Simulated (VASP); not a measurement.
ZnSe (rocksalt type):

```
CELL_PARAMETERS angstrom
0.00000 2.49400 2.49400
2.49400 0.00000 2.49400
2.49400 2.49400 0.00000
ATOMIC_POSITIONS crystal
Zn 0.00000 0.00000 0.00000
Se 0.50000 0.50000 0.50000
```

| Quantity | Value |
| --- | --- |
| Program | VASP 6.6.1 |
| Task | relaxation of cell and atoms |
| Functional | PBE |
| Potentials or basis | VASP PAW PBE potentials, release 64 (Zn, Se) |
| Cutoff | 600 eV |
| k mesh | 14 × 14 × 14 |
| Occupations | fermi-dirac, width 0.08 eV |
| Spin | no spin polarisation |

At the start: pressure 26.3 GPa; volume 15.51 Å³/atom.

Question: How do energy, volume and symmetry change on relaxing?

Answer: Over 5 steps the energy falls by 258.2 meV/atom and the volume is 19.39 Å³/atom (+25.0 %); space group Fm-3m (No. 225, to 0.05 Å).

Step by step:
| step | energy change (eV) | largest force (eV/Å) | pressure (GPa) | volume (Å³) |
| --- | --- | --- | --- | --- |
| 1 | 0.0000 | 0.0000 | 26.29 | 31.03 |
| 2 | -0.3988 | 0.0000 | -6.52 | 43.92 |
| 3 | -0.5163 | 0.0000 | 0.13 | 38.71 |
| 4 | -0.5163 | 0.0000 | -0.16 | 38.88 |
| 5 | -0.5163 | 0.0000 | 0.02 | 38.78 |

Final structure:
```
CELL_PARAMETERS angstrom
0.00000 2.68653 2.68653
2.68653 0.00000 2.68653
2.68653 2.68653 0.00000
ATOMIC_POSITIONS crystal
Zn 0.00000 0.00000 0.00000
Se 0.50000 0.50000 0.50000
```

Caveat: the volume moved by over 15 % at a fixed basis, so the end points are rough.
